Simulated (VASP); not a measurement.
Set up this calculation in VASP 6.6.1, as the native input.

* Task: single point
* Functional: PBE
* Potentials or basis: VASP PAW PBE potentials, release 64 (Mo_sv, S)
* Cutoff: 520 eV
* k mesh: 6 × 6 × 6
* Occupations: gaussian, width 0.01 eV
* Spin: no spin polarisation
* Dipole correction: no
* Further INCAR settings: ALGO = Normal; EDIFF = 1e-06; NBANDS = 20

The structure of MoS2 lies in POSCAR:

```
MoS2
1.0
    1.5875903903      0.9165957392      6.1939349367
   -1.5875903903      0.9165957392      6.1939349367
    0.0000000000     -1.8331914784      6.1939349367
Mo S
1 2
Direct
    0.9997635219      0.9997635219      0.9997635219
    0.4167796977      0.4167796977      0.4167796977
    0.2494577803      0.2494577803      0.2494577803
```

One way to write it, as run:

INCAR

```
SYSTEM = MoS2
PREC     = Accurate       ! precision mode
ENCUT    = 520            ! plane-wave cutoff, eV
EDIFF    = 1E-6           ! SCF threshold, eV
ISMEAR   = 0              ! smearing method
SIGMA    = 0.01           ! smearing width, eV
LREAL    = .False.        ! projectors in reciprocal space
LASPH    = .True.         ! aspherical terms in the spheres
NELM     = 80             ! most SCF steps
ALGO     = Normal         ! electronic algorithm
ISIF     = 2              ! what is computed and relaxed
LWAVE    = .False.        ! write WAVECAR
LCHARG   = .False.        ! write CHGCAR
GGA      = PE             ! functional
NBANDS   = 20             ! bands
```

KPOINTS

```
regular mesh
0
Gamma
  6 6 6
  0 0 0
```

Potentials or basis: VASP PAW PBE potentials, release 64 (Mo_sv, S).

The run is started by

```console
$ cat potpaw_PBE.64/Mo_sv/POTCAR potpaw_PBE.64/S/POTCAR > POTCAR
$ mpirun -np 1 vasp_std > vasp.out
```

Results of the run:

| Quantity | Value |
| --- | --- |
| Pressure | 2.3 GPa |
| Largest force | 0.103 eV/Å |
| Band gap on the k mesh | 0.97 eV, indirect (least direct gap 1.69 eV) |

It took 3.2 min on 1 thread of AMD EPYC 7R13 (shared host), peak memory 0.28 GiB.
